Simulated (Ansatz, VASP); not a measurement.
# Li in VASP and in Ansatz

```xyz
3
Lattice="1.5709 0.9070 7.6882 -1.5709 0.9070 7.6882 0.0000 -1.8139 7.6882" Properties=species:S:1:pos:R:3 pbc="T T T"
Li    0.0000    0.0000    0.0000
Li    0.0000    0.0000    5.1203
Li    0.0000    0.0000   17.9442
```

Change from the starting cell: volume scaled by 1.04, crystal datasets.

Alike in both runs: task electric field gradients; functional PBE; k mesh 12 × 12 × 12; occupations fermi-dirac, width 0.05 eV; no spin polarisation.

|  | VASP | Ansatz |
| --- | --- | --- |
| version | VASP 6.6.1 | Ansatz 0.2.0 |
| potentials or method | VASP PAW PBE potentials, release 64 (Li_sv), cutoff 520 eV | all-electron PAW with datasets made for the crystal, scalar-relativistic |

|  | VASP | Ansatz | Ansatz less VASP |
| --- | --- | --- | --- |
| rms of the force components (eV/Å) | 0.004 | 0.004 | -0.0001 |

Atom by atom the forces differ by 0.000 eV/Å (rms over components). Ansatz ran all-electron here, and VASP with PAW potentials. Ansatz's warnings: printed levels off.

Noted on VASP's run: the cutoff is short for stress, so the pressure is rough.
